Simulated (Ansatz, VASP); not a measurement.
# Tl in VASP and in Ansatz

Contents of INCAR:

```
SYSTEM = Tl
PREC = Accurate
ENCUT = 520
EDIFF = 1E-6
ISMEAR = 0
SIGMA = 0.15
LREAL = .FALSE.
LASPH = .TRUE.
NELM = 100
ALGO = Fast
ISIF = 2
LWAVE = .FALSE.
LCHARG = .TRUE.
GGA = PS
LELF = .TRUE.
LVHAR = .TRUE.
NBANDS = 20
```

The input KPOINTS:

```
regular mesh
0
G
  18 18 10
  0 0 0
```

File POSCAR:

```
Tl
1.0
    3.2522189692      0.0000000000      0.0000000000
   -1.6261094846      2.8165042460      0.0000000000
    0.0000000000      0.0000000000      6.2390688715
Tl
2
Direct
    0.3333333333      0.6666666667      0.2500000000
    0.6666666667      0.3333333333      0.7500000000
```

Input for Ansatz:

```yaml
crystal:
  lattice:
    - [3.2522189692, 0.0, 0.0]
    - [-1.6261094846, 2.816504246, 0.0]
    - [0.0, 0.0, 6.2390688715]
  atoms:
    - { symbol: Tl, position: [0.3333333333, 0.6666666667, 0.25] }
    - { symbol: Tl, position: [0.6666666667, 0.3333333333, 0.75] }
basis:
  ecutwfc: 420
kpoints:
  mp_grid: { grid: [18, 18, 10] }
hamiltonian:
  xc: pbesol
scf:
  occupations: { method: gaussian, width: 0.15 }
output:
  forces: true
  stress: true
  eigenvalues: true
  write_density: true
  write_potential: true
  elf: true
  volumetric_format: npy
```

Alike in both runs: task single point; functional PBEsol; k mesh 18 × 18 × 10; occupations gaussian, width 0.15 eV; no spin polarisation.

```csv
,VASP,Ansatz
version,VASP 6.6.1,Ansatz 0.2.0
potentials or method,"VASP PAW PBE potentials, release 64 (Tl_d), cutoff 520 eV","scalar-relativistic, plane waves, PAW"
valence electrons in the cell,26,26
```

|  | VASP | Ansatz | Ansatz less VASP |
| --- | --- | --- | --- |
| gap on the k mesh at the Fermi level (eV) | none | none | - |
| pressure (GPa) | 0.9 | 0.9 | +0.06 |
| traceless stress, the component that is largest in VASP (GPa) | -3.50 | -3.51 | -0.006 |

VASP's potentials were made for PBE, not for PBEsol. A gap of «none» marks a metal or a gap that the smearing closes.

Spin-orbit coupling is off throughout.
